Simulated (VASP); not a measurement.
# GaN (F-43m) in VASP: further runs

GaN is run at these levels: r2SCAN, LDA; tasks: single point.

Program: VASP 6.6.1. These are calculated values, not measurements. Logs are shortened: lines on timing, memory, paths and dates and some standing lists are left out, and cuts for length are marked.

## 1. The cell of the first run

It takes space group F-43m (No. 216, cubic). Conventional cell: a = 4.477 Å, b = 4.477 Å, c = 4.477 Å, α = 90.00°, β = 90.00°, γ = 90.00°. Within 2.6 Å of Ga (site symmetry -43m) lie 4 N at 1.94 Å. N (site symmetry -43m) has 4 Ga at 1.94 Å within 2.6 Å.

## 2. Single point, r2SCAN

Contents of POSCAR:

```
GaN
1.0
    0.0000000000      2.2383759866      2.2383759866
    2.2383759866      0.0000000000      2.2383759866
    2.2383759866      2.2383759866      0.0000000000
Ga N
1 1
Direct
    0.0000000000      0.0000000000      0.0000000000
    0.2500000000      0.2500000000      0.2500000000
```

Contents of INCAR.step1:

```
SYSTEM = GaN
ALGO = Normal
EDIFF = 1E-5
ENCUT = 910
GGA = PE
GGA_COMPAT = .FALSE.
ISMEAR = -1
LASPH = .TRUE.
LCHARG = .FALSE.
LREAL = .FALSE.
LWAVE = .TRUE.
NBANDS = 16
NELM = 120
PREC = Accurate
SIGMA = 0.05
```

Contents of INCAR.step2:

```
SYSTEM = GaN
ALGO = Normal
EDIFF = 1E-6
ENCUT = 910
GGA_COMPAT = .FALSE.
ISIF = 2
ISMEAR = -1
ISTART = 1
LASPH = .TRUE.
LCHARG = .FALSE.
LMIXTAU = .TRUE.
LREAL = .FALSE.
LWAVE = .FALSE.
METAGGA = R2SCAN
NBANDS = 16
NELM = 120
PREC = Accurate
SIGMA = 0.05
```

Contents of KPOINTS:

```
k-points
0
G
  10 10 10
  0 0 0
```

Potentials or basis: VASP PAW PBE potentials, release 64 (Ga_d, N_h).

The run is started by

```
> cat potpaw_PBE.64/Ga_d/POTCAR potpaw_PBE.64/N_h/POTCAR > POTCAR
> cp INCAR.step1 INCAR
> mpirun -np 1 vasp_std > vasp.out
> cp INCAR.step2 INCAR
> mpirun -np 1 vasp_std > vasp.out
```

OUTCAR:

```text
SYSTEM = GaN
   EDIFF = 1E-6
   ENCUT = 910
   ISIF = 2
   ISMEAR = -1
   ISTART = 1
   LASPH = .TRUE.
   LREAL = .FALSE.
   METAGGA = R2SCAN
   NELM = 120
   PREC = Accurate

 ion  position               nearest neighbor table
   1  0.000  0.000  0.000-   2 1.94   2 1.94   2 1.94   2 1.94
   2  0.250  0.250  0.250-   1 1.94   1 1.94   1 1.94   1 1.94

  LATTYP: Found a face centered cubic cell.
 ALAT       =     4.4767519732

  Lattice vectors:

 A1 = (   0.0000000000,   2.2383759866,   2.2383759866)
 A2 = (   2.2383759866,   0.0000000000,   2.2383759866)
 A3 = (   2.2383759866,   2.2383759866,   0.0000000000)

Analysis of symmetry for initial positions (statically):
=====================================================================
 Subroutine PRICEL returns:
 Original cell was already a primitive cell.

 Routine SETGRP: Setting up the symmetry group for a
 face centered cubic supercell.

 Subroutine GETGRP returns: Found 24 space group operations
 (whereof 24 operations were pure point group operations)
 out of a pool of 48 trial point group operations.

The static configuration has the point symmetry T_d .

Analysis of symmetry for dynamics (positions and initial velocities):
=====================================================================
 Subroutine PRICEL returns:
 Original cell was already a primitive cell.

 Routine SETGRP: Setting up the symmetry group for a
 face centered cubic supercell.

 Subroutine GETGRP returns: Found 24 space group operations
 (whereof 24 operations were pure point group operations)
 out of a pool of 48 trial point group operations.

The dynamic configuration has the point symmetry T_d .

 Subroutine INISYM returns: Found 24 space group operations
 (whereof 24 operations are pure point group operations),
 and found     1 'primitive' translations

----------------------------------------------------------------------------------------

                                     Primitive cell

  volume of cell :      22.4300

  direct lattice vectors                    reciprocal lattice vectors
     0.000000000  2.238375987  2.238375987    -0.223376235  0.223376235  0.223376235
     2.238375987  0.000000000  2.238375987     0.223376235 -0.223376235  0.223376235
     2.238375987  2.238375987  0.000000000     0.223376235  0.223376235 -0.223376235

  length of vectors
     3.165541678  3.165541678  3.165541678     0.386898988  0.386898988  0.386898988

  position of ions in fractional coordinates (direct lattice)
     0.000000000  0.000000000  0.000000000
[... 72 lines left out ...]
   ISPIN  =      1    spin polarized calculation?
   LNONCOLLINEAR =      F non collinear calculations
   LSORBIT =      F    spin-orbit coupling
   LASPH  =      T    aspherical Exc in radial PAW
   ENCUT  =  910.0 eV  66.88 Ry    8.18 a.u.   7.79  7.79  7.79*2*pi/ulx,y,z
   NELM   =    120;   NELMIN=  2; NELMDL=  0     # of ELM steps
   EDIFF  = 0.1E-05   stopping-criterion for ELM
   LREAL  =      F    real-space projection
   EDIFFG = 0.1E-04   stopping-criterion for IOM
   NSW    =      0    number of steps for IOM
   IBRION =     -1    ionic relax: 0-MD 1-quasi-New 2-CG
   NFREE  =      0    steps in history (QN), initial steepest desc. (CG)
   ISIF   =      2    stress and relaxation
   ISYM   =      2    0-nonsym 1-usesym 2-fastsym
   POTIM  = 0.5000    time-step for ionic-motion
   TEBEG  =    0.0;   TEEND  =   0.0 temperature during run
   PSTRESS=    0.0 pullay stress
   NELECT =      18.0000    total number of electrons
   NUPDOWN=      -1.0000    fix difference up-down
   EMIN   =  10.00;   EMAX   =-10.00  energy-range for DOS
   EFERMI =   0.00;   METHOD = LEGACY
   ISMEAR =    -1;   SIGMA  =   0.05  broadening in eV -4-tet -1-fermi 0-gaus
   EFERMI_NEDOS =   21; number of points for ismear=-14 and -15
   IALGO  =     38    algorithm
   IMIX   =      4    mixing-type and parameters
     AMIX     =   0.40;   BMIX     =  1.00
     AMIX_MAG =   1.60;   BMIX_MAG =  1.00
  volume/ion in A,a.u.               =      11.21        75.68
  Fermi-wavevector in a.u.,A,eV,Ry     =   1.521327  2.874892 31.489820  2.314436
  Thomas-Fermi vector in A             =   2.630057
   LORBIT       =      0    0 simple, 1 ext, 2 COOP (PROOUT), +10 PAW based schemes
   METAGGA = R2SCAN    functional components
   LHFCALC =     F    Hartree Fock is set to
   AEXX    =    0.0000 exact exchange contribution
   IVDW    =     0    specifies the selected vdW correction
   LEPSILON=     F    determine dielectric tensor
   LRPA    =     F    only Hartree local field effects (RPA)
 non-spin polarized calculation
  energy-cutoff  :      910.00
  volume of cell :       22.43
 maximum number of plane-waves:      1411
   NGX = 15   NGY = 15   NGZ = 15

 number of electron      17.9999999 magnetization

 Free energy of the ion-electron system (eV)
  ---------------------------------------------------
  ext. energy  EPLUGINS =         0.00000000
  ---------------------------------------------------
  free energy    TOTEN  =       -21.89098909 eV

  energy without entropy =      -21.89098909  energy(sigma->0) =      -21.89098909

 E-fermi :   6.5955     XC(G=0): -12.7469

 val. band max:        5.5403670333   @ k =   0.0000   0.0000   0.0000
 cond. band min:       7.7916883541   @ k =   0.0000   0.0000   0.0000
 fundamental gap:      2.2513213207
 Fermi energy:         6.5954689437

 k-point     1 :       0.0000    0.0000    0.0000
  band No.  band energies     occupation
      1     -11.3694      2.00000
      2      -8.3078      2.00000
      3      -8.3078      2.00000
      4      -8.3078      2.00000
      5      -7.9347      2.00000
      6      -7.9347      2.00000
[... 433 lines left out ...]
      3      -8.0580      2.00000
      4      -8.0550      2.00000
      5      -7.8694      2.00000
      6      -7.1300      2.00000
[... 8 lines left out ...]
     15      29.0695      0.00000
     16      29.2429      0.00000

 [... further k-points ...]
[... 5 lines left out ...]
  --------------------------------------------------------------------------------------
  -------------------------------------------------------------------------------------
  Total        0.5443502      0.5443502      0.5443502      0.0000000      0.0000000      0.0000000
  in kB       38.8830076     38.8830076     38.8830076      0.0000000      0.0000000      0.0000000
  external PRESSURE =      38.8830076 kB  Pullay stress =       0.0000000 kB

 VOLUME and BASIS-vectors are now :
 -----------------------------------------------------------------------------
  energy-cutoff  :      910.00
  volume of cell :       22.43
      direct lattice vectors                 reciprocal lattice vectors
     0.000000000  2.238375987  2.238375987    -0.223376235  0.223376235  0.223376235
     2.238375987  0.000000000  2.238375987     0.223376235 -0.223376235  0.223376235
     2.238375987  2.238375987  0.000000000     0.223376235  0.223376235 -0.223376235

 POSITION                                       TOTAL-FORCE (eV/Angst)
 -----------------------------------------------------------------------------------
      0.00000      0.00000      0.00000         0.000000      0.000000      0.000000
      1.11919      1.11919      1.11919        -0.000000     -0.000000     -0.000000
 -----------------------------------------------------------------------------------
    total drift:                               -0.000000     -0.000000     -0.000000

  FREE ENERGIE OF THE ION-ELECTRON SYSTEM (eV)
  ---------------------------------------------------
  free  energy   TOTEN  =       -21.8909890891 eV

  energy  without entropy=      -21.8909890890  energy(sigma->0) =      -21.89098909
```

OSZICAR.step1:

```text
N       E                     dE             d eps       ncg     rms          rms(c)
DAV:   1     0.105012170259E+03    0.10501E+03   -0.12487E+04  1736   0.280E+03
DAV:   2    -0.375046487373E+01   -0.10876E+03   -0.10065E+03  1680   0.410E+02
DAV:   3    -0.139905136444E+02   -0.10240E+02   -0.10121E+02  1752   0.905E+01
DAV:   4    -0.141535675596E+02   -0.16305E+00   -0.16297E+00  1904   0.119E+01
DAV:   5    -0.141557974927E+02   -0.22299E-02   -0.22299E-02  1856   0.123E+00    0.774E+00
DAV:   6    -0.121329423278E+02    0.20229E+01   -0.49549E+00  2224   0.402E+01    0.206E+00
DAV:   7    -0.121372016973E+02   -0.42594E-02   -0.28189E-01  1624   0.603E+00    0.134E+00
DAV:   8    -0.121330711635E+02    0.41305E-02   -0.49367E-02  1752   0.316E+00    0.360E-01
DAV:   9    -0.121306778760E+02    0.23933E-02   -0.89200E-03  2248   0.237E+00    0.817E-02
DAV:  10    -0.121308837757E+02   -0.20590E-03   -0.91021E-04  1912   0.467E-01    0.374E-02
DAV:  11    -0.121308535365E+02    0.30239E-04   -0.15904E-04  2248   0.205E-01    0.786E-03
DAV:  12    -0.121308549628E+02   -0.14263E-05   -0.17500E-05  1624   0.607E-02
   1 F= -.12130855E+02 E0= -.12130855E+02  d E =-.846523E-10
```

Run time: 76 s. Hardware: 1 thread of AMD EPYC 9R45 (Zen 5), shared host; peak memory 0.18 GiB.

Results:

```
Free energy            : -21.8910 eV
Pressure               : 3.9 GPa
Band gap on the k mesh : 2.25 eV, direct
```

Caveat: the cutoff is under 1.25 times the usual one of these potentials, so pressure, stress and relaxed cells hold a basis-set (Pulay) error; the PAW data sets were made with another functional, which shifts forces and pressure a little.

## 3. Single point, LDA

This run uses another cell than the first one, of 11.90 Å³/atom, 1.061 times its volume.

Contents of INCAR:

```
SYSTEM = GaN
PREC = Accurate
ENCUT = 910
EDIFF = 1E-6
ISMEAR = -1
SIGMA = 0.05
LREAL = .FALSE.
LASPH = .TRUE.
NELM = 120
ALGO = Normal
ISIF = 2
LWAVE = .FALSE.
LCHARG = .FALSE.
NBANDS = 16
GGA_COMPAT = .FALSE.
```

Contents of KPOINTS:

```
regular mesh
0
G
  10 10 10
  0 0 0
```

Contents of POSCAR:

```
GaN
1.0
    0.0000000000      2.2831553320      2.2831553320
    2.2831553320      0.0000000000      2.2831553320
    2.2831553320      2.2831553320      0.0000000000
Ga N
1 1
Direct
    0.0000000000      0.0000000000      0.0000000000
    0.2500000000      0.2500000000      0.2500000000
```

Potentials or basis: VASP PAW LDA potentials, release 64 (Ga_d, N_h).

The run is started by

```
> cat potpaw_LDA.64/Ga_d/POTCAR potpaw_LDA.64/N_h/POTCAR > POTCAR
> mpirun -np 1 vasp_std > vasp.out
```

Run time: 19 s. Hardware: 1 thread of AMD EPYC 9R45 (Zen 5), shared host; peak memory 0.15 GiB.

It converged, with:

```yaml
Free_energy: -13.8855 eV
Pressure: -12.1 GPa
Band_gap_on_the_k_mesh: 1.50 eV, direct
```

Levels at points of the mesh, in eV from the valence-band top:
| k point | band 5 | band 6 | band 7 | band 8 | band 9 | band 10 | band 11 | band 12 | band 13 | band 14 |
| --- | --- | --- | --- | --- | --- | --- | --- | --- | --- | --- |
| (0.00, 0.00, 0.00) | -13.24 | -13.24 | 0.00 | 0.00 | 0.00 | 1.50 | 9.87 | 9.87 | 9.87 | 16.79 |
| (0.50, 0.00, 0.00) | -13.20 | -11.84 | -6.87 | -0.93 | -0.93 | 4.28 | 8.40 | 10.00 | 10.00 | 15.07 |
| (0.50, 0.50, 0.00) | -13.17 | -11.36 | -6.05 | -2.60 | -2.60 | 3.24 | 6.25 | 11.24 | 13.35 | 13.35 |

Caveat: the cutoff is under 1.25 times the usual one of these potentials, so pressure, stress and relaxed cells hold a basis-set (Pulay) error.
